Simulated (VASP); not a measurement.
# WS2 (P6_3/mmc) in VASP: further runs

WS2 is run at these levels: PBE; tasks: single point.

Program: VASP 6.6.1. These are calculated values, not measurements. Logs are shortened: lines on timing, memory, paths and dates and some standing lists are left out, and cuts for length are marked.

## Step 1: The cell of the first run

It takes space group P6_3/mmc (No. 194, hexagonal). Conventional cell: a = 3.188 Å, b = 3.188 Å, c = 14.857 Å, α = 90.00°, β = 90.00°, γ = 120.00°. W (site symmetry -6m2) has 6 S at 2.42 Å and 6 W at 3.19 Å within 3.2 Å. Within 3.2 Å of S (site symmetry 3m) lie 3 W at 2.42 Å and 7 S at 3.14 to 3.19 Å.

## Step 2: Single point, PBE, collinear spin, ferromagnetic start

INCAR reads:

```
SYSTEM = WS2
ALGO = Normal
EDIFF = 1E-6
ENCUT = 520
GGA = PE
ISIF = 2
ISMEAR = 1
ISPIN = 2
LASPH = .True.
LCHARG = .False.
LMAXMIX = 4
LORBIT = 11
LREAL = .False.
LWAVE = .False.
MAGMOM = 2 2 0 0 0 0
NBANDS = 39
NELM = 150
PREC = Accurate
SIGMA = 0.15
```

KPOINTS reads:

```
k-points
0
Gamma
  10 10 2
  0 0 0
```

POSCAR reads:

```
WS2
1.0
    3.1878273111      0.0000000001      0.0000000000
   -1.5939136556      2.7607394343      0.0000000000
    0.0000000000      0.0000000000     14.8571278143
W S
2 4
Direct
    0.3333333333      0.6666666667      0.2500000000
    0.6666666667      0.3333333333      0.7500000000
    0.3333333333      0.6666666667      0.6442570267
    0.6666666667      0.3333333333      0.1442570267
    0.3333333333      0.6666666667      0.8557429733
    0.6666666667      0.3333333333      0.3557429733
```

Potentials or basis: VASP PAW PBE potentials, release 64 (W_sv, S).

Command:

```sh
$ cat potpaw_PBE.64/W_sv/POTCAR potpaw_PBE.64/S/POTCAR > POTCAR
$ mpirun -np 1 vasp_std > vasp.out
```

OUTCAR:

```text
SYSTEM = WS2
   EDIFF = 1E-6
   ENCUT = 520
   GGA = PE
   ISIF = 2
   ISMEAR = 1
   ISPIN = 2
   LASPH = .True.
   LORBIT = 11
   LREAL = .False.
   NELM = 150
   PREC = Accurate

 ion  position               nearest neighbor table
   1  0.333  0.667  0.250-   4 2.42   6 2.42   4 2.42   6 2.42   4 2.42   6 2.42
   2  0.667  0.333  0.750-   3 2.42   5 2.42   3 2.42   5 2.42   3 2.42   5 2.42
   3  0.333  0.667  0.644-   2 2.42   2 2.42   2 2.42
   4  0.667  0.333  0.144-   1 2.42   1 2.42   1 2.42
   5  0.333  0.667  0.856-   2 2.42   2 2.42   2 2.42
   6  0.667  0.333  0.356-   1 2.42   1 2.42   1 2.42

  LATTYP: Found a hexagonal cell.
 ALAT       =     3.1878273111
 C/A-ratio  =     4.6605811308

  Lattice vectors:

 A1 = (   3.1878273111,   0.0000000001,   0.0000000000)
 A2 = (  -1.5939136556,   2.7607394343,   0.0000000000)
 A3 = (   0.0000000000,   0.0000000000,  14.8571278143)

Analysis of symmetry for initial positions (statically):
=====================================================================
 Subroutine PRICEL returns:
 Original cell was already a primitive cell.

 Routine SETGRP: Setting up the symmetry group for a
 hexagonal supercell.

 Subroutine GETGRP returns: Found 24 space group operations
 (whereof 12 operations were pure point group operations)
 out of a pool of 24 trial point group operations.

The static configuration has the point symmetry D_3d.
 The point group associated with its full space group is D_6h.

Analysis of symmetry for dynamics (positions and initial velocities):
=====================================================================
 Subroutine PRICEL returns:
 Original cell was already a primitive cell.

 Routine SETGRP: Setting up the symmetry group for a
 hexagonal supercell.

 Subroutine GETGRP returns: Found 24 space group operations
 (whereof 12 operations were pure point group operations)
 out of a pool of 24 trial point group operations.

The dynamic configuration has the point symmetry D_3d.
 The point group associated with its full space group is D_6h.

Analysis of structural, dynamic, and magnetic symmetry:
=====================================================================
 Subroutine PRICEL returns:
 Original cell was already a primitive cell.

 Routine SETGRP: Setting up the symmetry group for a
 hexagonal supercell.

 Subroutine GETGRP returns: Found 24 space group operations
 (whereof 12 operations were pure point group operations)
 out of a pool of 24 trial point group operations.

The overall configuration has the point symmetry D_3d.
 The point group associated with its full space group is D_6h.

 Subroutine INISYM returns: Found 24 space group operations
[... 146 lines left out ...]
 Free energy of the ion-electron system (eV)
  ---------------------------------------------------
  ext. energy  EPLUGINS =         0.00000000
  ---------------------------------------------------
  free energy    TOTEN  =       -47.36391479 eV

  energy without entropy =      -47.36522477  energy(sigma->0) =      -47.36435145

 E-fermi :   4.6939     XC(G=0):  -9.5005

 val. band max:        4.6906898757   @ k =   0.0000   0.0000   0.0000
 cond. band min:       6.4754133772   @ k =   0.2000   0.1000   0.0000
 fundamental gap:      1.7847235015
 Fermi energy:         4.6938542754

 spin component 1

 k-point     1 :       0.0000    0.0000    0.0000
  band No.  band energies     occupation
      1     -69.5236      1.00000
      2     -69.5236      1.00000
      3     -33.7518      1.00000
      4     -33.7518      1.00000
      5     -33.6076      1.00000
      6     -33.6076      1.00000
[... 973 lines left out ...]
     37      12.4067      0.00000
     38      12.4067      0.00000

 [... further k-points ...]

 spin component 2

 k-point     1 :       0.0000    0.0000    0.0000
  band No.  band energies     occupation
      1     -69.5236      1.00000
      2     -69.5236      1.00000
      3     -33.7519      1.00000
      4     -33.7519      1.00000
      5     -33.6076      1.00000
      6     -33.6076      1.00000
[... 973 lines left out ...]
     37      12.4066      0.00000
     38      12.4066      0.00000

 [... further k-points ...]

 [bands above 38 left out]

------------------------ aborting loop because EDIFF is reached ----------------------------------------

  FORCE on cell =-STRESS in cart. coord.  units (eV):
  Direction    XX          YY          ZZ          XY          YZ          ZX
  --------------------------------------------------------------------------------------
  -------------------------------------------------------------------------------------
  Total       -0.0295644     -0.0295644     -0.0559257     -0.0000000      0.0000000     -0.0000000
  in kB       -0.3622636     -0.3622636     -0.6852787     -0.0000000      0.0000000     -0.0000000
  external PRESSURE =      -0.4699353 kB  Pullay stress =       0.0000000 kB

 VOLUME and BASIS-vectors are now :
 -----------------------------------------------------------------------------
  energy-cutoff  :      520.00
  volume of cell :      130.75
      direct lattice vectors                 reciprocal lattice vectors
     3.187827311  0.000000000  0.000000000     0.313693278  0.181110899  0.000000000
    -1.593913656  2.760739434  0.000000000    -0.000000000  0.362221797  0.000000000
     0.000000000  0.000000000 14.857127814     0.000000000  0.000000000  0.067307760

 POSITION                                       TOTAL-FORCE (eV/Angst)
 -----------------------------------------------------------------------------------
     -0.00000      1.84049      3.71428         0.000000     -0.000000      0.000000
      1.59391      0.92025     11.14285        -0.000000     -0.000000      0.000000
     -0.00000      1.84049      9.57181        -0.000000      0.000000     -0.001818
      1.59391      0.92025      2.14325         0.000000      0.000000     -0.001818
     -0.00000      1.84049     12.71388        -0.000000     -0.000000      0.001818
      1.59391      0.92025      5.28532         0.000000      0.000000      0.001818
 -----------------------------------------------------------------------------------
    total drift:                                0.000000     -0.000000      0.000000

  FREE ENERGIE OF THE ION-ELECTRON SYSTEM (eV)
  ---------------------------------------------------
  free  energy   TOTEN  =       -47.3639147932 eV

  energy  without entropy=      -47.3652247652  energy(sigma->0) =      -47.36435145

 total charge

# of ion       s       p       d       tot
------------------------------------------
    1        2.317   6.320   3.356  11.993
    2        2.317   6.320   3.356  11.993
    3        1.358   2.360   0.000   3.717
    4        1.358   2.360   0.000   3.717
    5        1.358   2.360   0.000   3.717
    6        1.358   2.360   0.000   3.717
--------------------------------------------------
tot         10.066  22.078   6.712  38.856

 magnetization (x)

# of ion       s       p       d       tot
------------------------------------------
    1       -0.000  -0.000  -0.000  -0.000
    2       -0.000  -0.000  -0.000  -0.000
    3       -0.000  -0.000   0.000  -0.000
    4       -0.000  -0.000   0.000  -0.000
    5       -0.000  -0.000   0.000  -0.000
    6       -0.000  -0.000   0.000  -0.000
--------------------------------------------------
tot         -0.000  -0.000  -0.000  -0.000
```

stdout:

```text
POSCAR found type information on POSCAR W S
 POSCAR found :  2 types and       6 ions
 scaLAPACK will be used
 LDA part: xc-table for (Slater+PW92), standard interpolation
 POSCAR, INCAR and KPOINTS ok, starting setup
 FFT: planning ... GRIDC
 FFT: planning ... GRID_SOFT
 FFT: planning ... GRID
 WAVECAR not read
 entering main loop
```

Run time: 8.9 min. Hardware: 1 thread of AMD EPYC 7R13, shared host; peak memory 0.38 GiB.

Results:

* Free energy: -47.3639 eV
* Pressure: 0.0 GPa
* Band gap on the k mesh: 1.78 eV, indirect (least direct gap 2.14 eV)
* Net moment: 0.00 μB per cell
* Valence electrons inside the program's atomic spheres: W 11.99; S 3.72

Levels at points of the mesh, in eV from the valence-band top:
Spin up:
```tsv
k point	band 22	band 23	band 24	band 25	band 26	band 27	band 28	band 29	band 30	band 31
(0.00, 0.00, 0.00)	-1.79	-1.79	-1.79	-0.41	0.00	2.70	2.70	2.70	2.70	2.84
(0.50, 0.00, 0.00)	-2.31	-1.46	-1.44	-1.11	-1.09	2.66	2.66	3.08	3.14	3.75
(0.00, 0.00, 0.50)	-1.79	-1.79	-1.79	-0.18	-0.18	2.70	2.70	2.70	2.70	2.85
(0.50, 0.00, 0.50)	-2.31	-1.45	-1.45	-1.10	-1.10	2.66	2.66	3.11	3.11	3.86
```
Spin down:
| k point | band 23 | band 24 | band 25 | band 26 | band 27 | band 28 | band 29 | band 30 |
| --- | --- | --- | --- | --- | --- | --- | --- | --- |
| (0.00, 0.00, 0.00) | -1.79 | -1.79 | -0.41 | 0.00 | 2.70 | 2.70 | 2.70 | 2.70 |
| (0.50, 0.00, 0.00) | -1.46 | -1.44 | -1.11 | -1.09 | 2.66 | 2.66 | 3.08 | 3.14 |
| (0.00, 0.00, 0.50) | -1.79 | -1.79 | -0.18 | -0.18 | 2.70 | 2.70 | 2.70 | 2.70 |
| (0.50, 0.00, 0.50) | -1.45 | -1.45 | -1.10 | -1.10 | 2.66 | 2.66 | 3.11 | 3.11 |

Caveat: spin-orbit coupling is left out, which moves the levels of the heavy elements; this functional lacks dispersion, which binds the layers, so the pressure and a relaxed spacing across them are unreliable. PBE gaps usually lie below the measured ones, often by a third to a half.

(Part 1 of 2 ends here.)
